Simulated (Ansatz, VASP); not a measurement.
One calculation of InAs, two programs

File POSCAR:

```
InAs
1.0
    0.0000000000      3.0535616600      3.0535616600
    3.0535616600      0.0000000000      3.0535616600
    3.0535616600      3.0535616600      0.0000000000
In As
1 1
Direct
    0.2500000000      0.2500000000      0.2500000000
    0.0000000000      0.0000000000      0.0000000000
```

The input INCAR.step1:

```
ALGO = Normal
EDIFF = 1E-4
ENCUT = 600
GGA = PE
ISMEAR = 0
LASPH = True
LCHARG = False
LREAL = False
LWAVE = True
NELM = 100
PREC = Accurate
SIGMA = 0.01
```

INCAR.step2

```
ALGO = Normal
EDIFF = 1E-7
EDIFFG = -0.002
ENCUT = 600
IBRION = 2
ISIF = 3
ISMEAR = 0
ISTART = 1
LASPH = True
LCHARG = False
LMIXTAU = True
LREAL = False
LWAVE = False
METAGGA = R2SCAN
NELM = 100
NSW = 100
PREC = Accurate
SIGMA = 0.01
```

File KPOINTS:

```
k-points
0
Gamma
  14 14 14
```

Input for Ansatz:

```yaml
crystal:
  lattice:
    - [0.0, 3.05356166, 3.05356166]
    - [3.05356166, 0.0, 3.05356166]
    - [3.05356166, 3.05356166, 0.0]
  atoms:
    - { symbol: In, position: [0.25, 0.25, 0.25] }
    - { symbol: As, position: [0.0, 0.0, 0.0] }
basis:
  ecutwfc: 600.0
kpoints:
  mp_grid: { grid: [14, 14, 14] }
hamiltonian:
  xc: r2scan
  pseudopotentials: { kind: paw, azcp: { folder: soft_1 } }
scf:
  occupations: { method: gaussian, width: 0.01 }
output:
  forces: true
  stress: true
  eigenvalues: true
relax:
  adjacent_minimum: "off"
  f_tol: 0.002
  max_steps: 80
  cell: { stress_tol: 0.02 }
```

Alike in both runs: task relaxation of cell and atoms; functional r2SCAN; k mesh 14 × 14 × 14; occupations gaussian, width 0.01 eV; no spin polarisation.

|  | VASP | Ansatz |
| --- | --- | --- |
| version | VASP 6.6.1 | Ansatz 0.2.0 |
| potentials or method | VASP PAW PBE potentials, release 64 (In_d, As), cutoff 600 eV | scalar-relativistic, plane waves, PAW |
| valence electrons in the cell | 18 | 28 |

|  | VASP | Ansatz | Ansatz less VASP |
| --- | --- | --- | --- |
| gap on the k mesh at the Fermi level, each at its own relaxed structure (eV) | 0.08 | 0.08 | +0.001 |
| relaxed volume (Å³/atom) | 28.50 | 28.50 | -0.008 |
| relaxed cell length with the largest relative difference (Å) | 4.320 | 4.320 | -0.0004 |

VASP's potentials were made for PBE, not for r2SCAN. VASP's potentials hold 18 valence electrons a cell and Ansatz's 28, so a difference there can come from the potentials and not from the codes.
